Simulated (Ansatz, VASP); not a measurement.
## Two plane-wave programs on Cd2BiO2

INCAR

```
SYSTEM = Cd2BiO2
PREC     = Accurate       ! precision mode
ENCUT    = 520            ! plane-wave cutoff, eV
EDIFF    = 1E-6           ! SCF threshold, eV
ISMEAR   = 0              ! smearing method
SIGMA    = 0.1            ! smearing width, eV
LREAL    = .FALSE.        ! projectors in reciprocal space
LASPH    = .TRUE.         ! aspherical terms in the spheres
NELM     = 60             ! most SCF steps
ALGO     = Normal         ! electronic algorithm
ISIF     = 2              ! what is computed and relaxed
LWAVE    = .FALSE.        ! write WAVECAR
LCHARG   = .FALSE.        ! write CHGCAR
GGA      = PE             ! functional
NBANDS   = 34             ! bands
```

KPOINTS

```
regular mesh
0
G
  4 4 4
  0 0 0
```

POSCAR

```
Cd2BiO2
1.0
    4.8525613700      0.0000000000      0.0000000000
    0.0000000000      4.8525613700      0.0000000000
    0.0000000000      0.0000000000      4.4721674700
Cd Bi O
2 1 2
Direct
    0.5000000000      0.0000000000      0.3598623800
    0.0000000000      0.5000000000      0.3598623800
    0.5000000000      0.5000000000      0.4734566000
    0.5000000000      0.0000000000      0.9154809200
    0.0000000000      0.5000000000      0.9154809200
```

Input for Ansatz:

```yaml
crystal:
  lattice:
    - [4.85256137, 0.0, 0.0]
    - [0.0, 4.85256137, 0.0]
    - [0.0, 0.0, 4.47216747]
  atoms:
    - { symbol: Cd, position: [0.5, 0.0, 0.35986238] }
    - { symbol: Cd, position: [0.0, 0.5, 0.35986238] }
    - { symbol: Bi, position: [0.5, 0.5, 0.4734566] }
    - { symbol: O, position: [0.5, 0.0, 0.91548092] }
    - { symbol: O, position: [0.0, 0.5, 0.91548092] }
basis:
  ecutwfc: 420
kpoints:
  mp_grid: { grid: [4, 4, 4] }
hamiltonian:
  xc: pbe
scf:
  occupations: { method: gaussian, width: 0.1 }
  lower_state_search: "off"
output:
  forces: true
  stress: true
  eigenvalues: true
```

Alike in both runs: task single point; functional PBE; k mesh 4 × 4 × 4; occupations gaussian, width 0.1 eV; no spin polarisation.

```csv
,VASP,Ansatz
version,VASP 6.6.1,Ansatz 0.2.0
potentials or method,"VASP PAW PBE potentials, release 64 (Cd, Bi_d, O), cutoff 520 eV","scalar-relativistic, plane waves, PAW"
valence electrons in the cell,51,67
```

VASP gave:

```
gap on the k mesh at the Fermi level (eV)                     : none
pressure (GPa)                                                : 18.8
traceless stress, the component that is largest in VASP (GPa) : -19.92
rms of the force components (eV/Å)                            : 1.305
```

**Question.** Estimate Ansatz's values.

**Answer.** gap on the k mesh at the Fermi level (eV): none; pressure (GPa): 17.8; traceless stress, the component that is largest in VASP (GPa): -20.73; rms of the force components (eV/Å): 1.239.

Atom by atom the forces differ by 0.123 eV/Å (rms over components). A gap of «none» marks a metal or a gap that the smearing closes. VASP's potentials hold 51 valence electrons a cell and Ansatz's 67, so a difference there can come from the potentials and not from the codes.

Neither program's run includes spin-orbit coupling.
